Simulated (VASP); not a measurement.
# Te2Mo in VASP: further runs, part 2 of 2

VASP 6.6.1. Earlier steps stand in the parts before.

### Step 5. Single point, LDA

Contents of INCAR:

```
SYSTEM = Te2Mo
ALGO = Normal
EDIFF = 1E-6
ENCUT = 520
GGA = CA
ISIF = 2
ISMEAR = 0
LASPH = .TRUE.
LCHARG = .TRUE.
LELF = .TRUE.
LREAL = .FALSE.
LVHAR = .TRUE.
LWAVE = .FALSE.
NBANDS = 20
NELM = 100
PREC = Accurate
SIGMA = 0.1
```

Contents of KPOINTS:

```
k-points
0
G
  7 7 2
  0 0 0
```

Contents of POSCAR:

```
Te2Mo
1.0
    3.5602328100      0.0000000000      0.0000000000
   -1.7801164050      3.0832520568      0.0000000000
    0.0000000000      0.0000000000     17.5240578200
Te Mo
2 1
Direct
    0.3333333333      0.6666666667      0.8978554500
    0.3333333333      0.6666666667      0.1021445500
    0.0000000000      0.0000000000      0.0000000000
```

Potentials or basis: VASP PAW LDA potentials, release 64 (Te, Mo_sv).

Run with:

```
cat potpaw_LDA.64/Te/POTCAR potpaw_LDA.64/Mo_sv/POTCAR > POTCAR
mpirun -np 1 vasp_std > vasp.out
```

OUTCAR:

```text
SYSTEM = Te2Mo
   EDIFF = 1E-6
   ENCUT = 520
   GGA = CA
   ISIF = 2
   ISMEAR = 0
   LASPH = .TRUE.
   LREAL = .FALSE.
   NELM = 100
   PREC = Accurate

 ion  position               nearest neighbor table
   1  0.333  0.667  0.898-   3 2.73   3 2.73   3 2.73   2 3.58
   2  0.333  0.667  0.102-   3 2.73   3 2.73   3 2.73   1 3.58
   3  0.000  0.000  0.000-   1 2.73   2 2.73   1 2.73   2 2.73   1 2.73   2 2.73

  LATTYP: Found a hexagonal cell.
 ALAT       =     3.5602328100
 C/A-ratio  =     4.9221662614

  Lattice vectors:

 A1 = (   3.5602328100,   0.0000000000,   0.0000000000)
 A2 = (  -1.7801164050,   3.0832520568,   0.0000000000)
 A3 = (   0.0000000000,   0.0000000000,  17.5240578200)

Analysis of symmetry for initial positions (statically):
=====================================================================
 Subroutine PRICEL returns:
 Original cell was already a primitive cell.

 Routine SETGRP: Setting up the symmetry group for a
 hexagonal supercell.

 Subroutine GETGRP returns: Found 12 space group operations
 (whereof 12 operations were pure point group operations)
 out of a pool of 24 trial point group operations.

The static configuration has the point symmetry D_3h.

Analysis of symmetry for dynamics (positions and initial velocities):
=====================================================================
 Subroutine PRICEL returns:
 Original cell was already a primitive cell.

 Routine SETGRP: Setting up the symmetry group for a
 hexagonal supercell.

 Subroutine GETGRP returns: Found 12 space group operations
 (whereof 12 operations were pure point group operations)
 out of a pool of 24 trial point group operations.

The dynamic configuration has the point symmetry D_3h.
[... 104 lines left out ...]
   NUPDOWN=      -1.0000    fix difference up-down
   EMIN   =  10.00;   EMAX   =-10.00  energy-range for DOS
   EFERMI =   0.00;   METHOD = LEGACY
   ISMEAR =     0;   SIGMA  =   0.10  broadening in eV -4-tet -1-fermi 0-gaus
   EFERMI_NEDOS =   21; number of points for ismear=-14 and -15
   IALGO  =     38    algorithm
   IMIX   =      4    mixing-type and parameters
     AMIX     =   0.40;   BMIX     =  1.00
     AMIX_MAG =   1.60;   BMIX_MAG =  1.00
  volume/ion in A,a.u.               =      64.12       432.71
  Fermi-wavevector in a.u.,A,eV,Ry     =   0.840153  1.587660  9.603777  0.705858
  Thomas-Fermi vector in A             =   1.954489
   LORBIT       =      0    0 simple, 1 ext, 2 COOP (PROOUT), +10 PAW based schemes
   GGA     = CA    functional components
   LHFCALC =     F    Hartree Fock is set to
   AEXX    =    0.0000 exact exchange contribution
   IVDW    =     0    specifies the selected vdW correction
   LEPSILON=     F    determine dielectric tensor
   LRPA    =     F    only Hartree local field effects (RPA)
 non-spin polarized calculation
 Gauss-broadening in eV      SIGMA  =   0.10
  energy-cutoff  :      520.00
  volume of cell :      192.36
 maximum number of plane-waves:      5262
 NGX is ok and might be reduce to    28
   NGX = 13   NGY = 13   NGZ = 65

 number of electron      26.0000000 magnetization

 Free energy of the ion-electron system (eV)
  ---------------------------------------------------
  ext. energy  EPLUGINS =         0.00000000
  ---------------------------------------------------
  free energy    TOTEN  =       -20.41187413 eV

  energy without entropy =      -20.41187413  energy(sigma->0) =      -20.41187413

 E-fermi :   0.2050     XC(G=0):  -4.8306

 val. band max:       -0.2836238914   @ k =   0.2857   0.2857   0.0000
 cond. band min:       1.0952662099   @ k =   0.2857   0.2857   0.0000
 fundamental gap:      1.3788901013
 Fermi energy:         0.2050019184

 k-point     1 :       0.0000    0.0000    0.0000
  band No.  band energies     occupation
      1     -60.4395      2.00000
      2     -34.7745      2.00000
      3     -34.6684      2.00000
      4     -34.6684      2.00000
      5     -12.6718      2.00000
      6     -11.6918      2.00000
[... 357 lines left out ...]
     19       5.6348      0.00000
     20       6.9951      0.00000

------------------------ aborting loop because EDIFF is reached ----------------------------------------

  FORCE on cell =-STRESS in cart. coord.  units (eV):
  Direction    XX          YY          ZZ          XY          YZ          ZX
  --------------------------------------------------------------------------------------
  -------------------------------------------------------------------------------------
  Total       -2.3718859     -2.3718859     -1.3392310      0.0000000      0.0000000      0.0000000
  in kB      -19.7552379    -19.7552379    -11.1543426      0.0000000      0.0000000      0.0000000
  external PRESSURE =     -16.8882728 kB  Pullay stress =       0.0000000 kB

 VOLUME and BASIS-vectors are now :
 -----------------------------------------------------------------------------
  energy-cutoff  :      520.00
  volume of cell :      192.36
      direct lattice vectors                 reciprocal lattice vectors
     3.560232810  0.000000000  0.000000000     0.280880508  0.162166437  0.000000000
    -1.780116405  3.083252057  0.000000000     0.000000000  0.324332874  0.000000000
     0.000000000  0.000000000 17.524057820     0.000000000  0.000000000  0.057064409

 POSITION                                       TOTAL-FORCE (eV/Angst)
 -----------------------------------------------------------------------------------
     -0.00000      2.05550     15.73407         0.000000     -0.000000      0.370638
     -0.00000      2.05550      1.78999         0.000000     -0.000000     -0.370638
      0.00000      0.00000      0.00000        -0.000000      0.000000      0.000000
 -----------------------------------------------------------------------------------
    total drift:                                0.000000     -0.000000     -0.000000

  FREE ENERGIE OF THE ION-ELECTRON SYSTEM (eV)
  ---------------------------------------------------
  free  energy   TOTEN  =       -20.4118741260 eV

  energy  without entropy=      -20.4118741260  energy(sigma->0) =      -20.41187413
```

OSZICAR:

```text
N       E                     dE             d eps       ncg     rms          rms(c)
DAV:   1     0.132107515824E+03    0.13211E+03   -0.11443E+04   832   0.104E+03
DAV:   2    -0.126127656721E+02   -0.14472E+03   -0.14016E+03   836   0.226E+02
DAV:   3    -0.209549531724E+02   -0.83422E+01   -0.82539E+01   848   0.451E+01
[... 13 lines left out ...]
DAV:  17    -0.204118126827E+02   -0.56822E-04   -0.29339E-06   660   0.475E-03    0.480E-03
DAV:  18    -0.204118617139E+02   -0.49031E-04   -0.20995E-06   616   0.459E-03    0.242E-03
DAV:  19    -0.204118687088E+02   -0.69949E-05   -0.15978E-07   552   0.117E-03    0.815E-04
DAV:  20    -0.204118737846E+02   -0.50758E-05   -0.26394E-07   532   0.166E-03    0.999E-04
DAV:  21    -0.204118741260E+02   -0.34142E-06   -0.10420E-08   464   0.524E-04
   1 F= -.20411874E+02 E0= -.20411874E+02  d E =-.295967E-12
```

Run time: 56 s. Hardware: 1 thread of Intel Xeon Platinum 8488C (Sapphire Rapids), shared host; peak memory 0.27 GiB.

What came out:

```
Free energy            : -20.4119 eV
Largest force          : 0.371 eV/Å
Band gap on the k mesh : 1.38 eV, direct
```

Forces in eV/Å, atoms in the order of the input:
```
Te   0.000  0.000  0.371
Te   0.000  0.000 -0.371
Mo   0.000  0.000  0.000
```

Levels at points of the mesh, in eV from the valence-band top:
| k point | band 11 | band 12 | band 13 | band 14 | band 15 | band 16 |
| --- | --- | --- | --- | --- | --- | --- |
| (0.00, 0.00, 0.00) | -0.74 | -0.74 | -0.22 | 3.21 | 3.21 | 3.50 |
| (0.00, 0.00, 0.50) | -0.74 | -0.74 | -0.22 | 3.21 | 3.21 | 3.50 |

Caveat: spin-orbit coupling is left out, which moves the levels of the heavy elements.

### Step 6. Single point, LDA

Contents of INCAR:

```
SYSTEM = Te2Mo
ALGO = Normal ; EDIFF = 1E-6
ENCUT = 520 ; GGA = CA
ISIF = 2 ; ISMEAR = 0
LASPH = .True. ; LCHARG = .False.
LREAL = .False. ; LWAVE = .False.
NBANDS = 20 ; NELM = 80
PREC = Accurate ; SIGMA = 0.1
```

Contents of KPOINTS:

```
k-points
0
Gamma
  9 9 2
  0 0 0
```

POSCAR is that of step 5.

Potentials or basis: VASP PAW LDA potentials, release 64 (Te, Mo_sv).

Run with:

```
cat potpaw_LDA.64/Te/POTCAR potpaw_LDA.64/Mo_sv/POTCAR > POTCAR
mpirun -np 1 vasp_std > vasp.out
```

It took 78 s on 1 thread of Intel Xeon Platinum 8488C (Sapphire Rapids), shared host; peak memory 0.29 GiB.

It converged, with:

```
Free energy            : -20.4123 eV
Largest force          : 0.370 eV/Å
Band gap on the k mesh : 1.04 eV, direct
```

Forces in eV/Å, atoms in the order of the input:
```
Te   0.000  0.000  0.370
Te   0.000  0.000 -0.370
Mo   0.000  0.000  0.000
```

Levels at points of the mesh, in eV from the valence-band top:
| k point | band 11 | band 12 | band 13 | band 14 | band 15 | band 16 |
| --- | --- | --- | --- | --- | --- | --- |
| (0.00, 0.00, 0.00) | -0.89 | -0.89 | -0.37 | 3.06 | 3.06 | 3.36 |
| (0.00, 0.00, 0.50) | -0.89 | -0.89 | -0.37 | 3.06 | 3.06 | 3.36 |

Caveat: spin-orbit coupling is left out, which moves the levels of the heavy elements.

### Step 7. The runs side by side

| k mesh | gap on the mesh (eV) | largest force (eV/Å) |
| --- | --- | --- |
| 3 × 3 × 1 | 0.99 | 0.55 |
| 5 × 5 × 1 | 1.44 | 0.37 |
| 6 × 6 × 1 | 1.04 | 0.36 |
| 7 × 7 × 2 | 1.38 | 0.37 |
| 9 × 9 × 2 | 1.04 | 0.37 |

Alike in all rows: task single point; level LDA; potentials or basis VASP PAW LDA potentials, release 64 (Te, Mo_sv); no spin polarisation; cell as given; cutoff (eV) 520; smearing gaussian 0.1 eV.

Caveats: some runs use coarse meshes; spin-orbit coupling is left out, which moves the levels of the heavy elements.

Absolute energies hang on the potentials; compare differences alone.
